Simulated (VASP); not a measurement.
Crystal: Bi.

```
Bi
1.0
    -1.96773    1.97563    1.91525
     2.00189   -2.03508    2.00886
     1.96060    2.02794   -1.97470
Bi
1
Cartesian
  -0.0123 -0.0345 -0.0170
```

This cell differs from its parent crystal: the cell strained at random.

- Program: VASP 6.6.1
- Task: relaxation of cell and atoms
- Functional: LDA
- Potentials or basis: VASP PAW LDA potentials, release 64 (Bi_d)
- Cutoff: 600 eV
- k mesh: 7 × 7 × 7
- Occupations: fermi-dirac, width 0.025 eV
- Spin: no spin polarisation

At the start: pressure -2.1 GPa; volume 31.12 Å³/atom.

Where does the relaxation end?

Over 38 steps the energy falls by 11.6 meV/atom and the volume is 29.94 Å³/atom (-3.8 %); space group C2/m (No. 12, to 0.1 Å) before, I4/mmm (No. 139, to 0.1 Å).

Step by step:
```csv
step,energy change (eV),largest force (eV/Å),pressure (GPa),volume (Å³)
1,0.0000,0.0000,-2.13,31.12
2,-0.0052,0.0000,1.64,29.29
3,-0.0083,0.0000,0.04,29.96
4,-0.0083,0.0000,0.05,29.93
5,-0.0082,0.0000,0.07,29.87
6,-0.0089,0.0000,0.24,29.86
7,-0.0093,0.0000,0.24,29.84
8,-0.0094,0.0000,-0.26,30.08
9,-0.0095,0.0000,-0.06,29.99
10,-0.0096,0.0000,-0.06,29.96
11,-0.0097,0.0000,0.03,29.93
12,-0.0097,0.0000,-0.03,29.95
13,-0.0098,0.0000,-0.17,30.03
14,-0.0098,0.0000,-0.17,30.04
15,-0.0098,0.0000,-0.17,30.04
16,-0.0099,0.0000,-0.18,30.04
17,-0.0101,0.0000,-0.21,30.05
18,-0.0101,0.0000,-0.26,30.07
19,-0.0102,0.0000,-0.26,30.06
20,-0.0102,0.0000,-0.24,30.06
21,-0.0103,0.0000,-0.25,30.06
22,-0.0102,0.0000,-0.26,30.05
23,-0.0103,0.0000,-0.24,30.05
24,-0.0103,0.0000,-0.24,30.05
25,-0.0103,0.0000,-0.26,30.05
26,-0.0105,0.0000,-0.26,30.03
27,-0.0107,0.0000,-0.18,30.00
28,-0.0111,0.0000,0.01,29.94
29,-0.0114,0.0000,0.28,29.81
30,-0.0116,0.0000,0.21,29.86
31,-0.0116,0.0000,-0.09,29.98
32,-0.0116,0.0000,-0.04,29.94
33,-0.0116,0.0000,-0.03,29.93
34,-0.0116,0.0000,0.07,29.89
35,-0.0116,0.0000,0.13,29.92
36,-0.0116,0.0000,0.04,29.93
37,-0.0116,0.0000,0.05,29.93
38,-0.0116,0.0000,0.02,29.94
```

Final structure:
```cif
data_structure
_symmetry_space_group_name_H-M 'P 1'
_symmetry_Int_Tables_number 1
_cell_length_a 3.3624
_cell_length_b 3.4295
_cell_length_c 3.3646
_cell_angle_alpha 111.033
_cell_angle_beta 106.010
_cell_angle_gamma 111.011
_cell_volume 29.94
loop_
_atom_site_label
_atom_site_type_symbol
_atom_site_fract_x
_atom_site_fract_y
_atom_site_fract_z
_atom_site_occupancy
Bi1 Bi 0.98688 0.99249 0.98824 1
```

Caveat: the cell differs from its parent crystal (the cell strained at random).
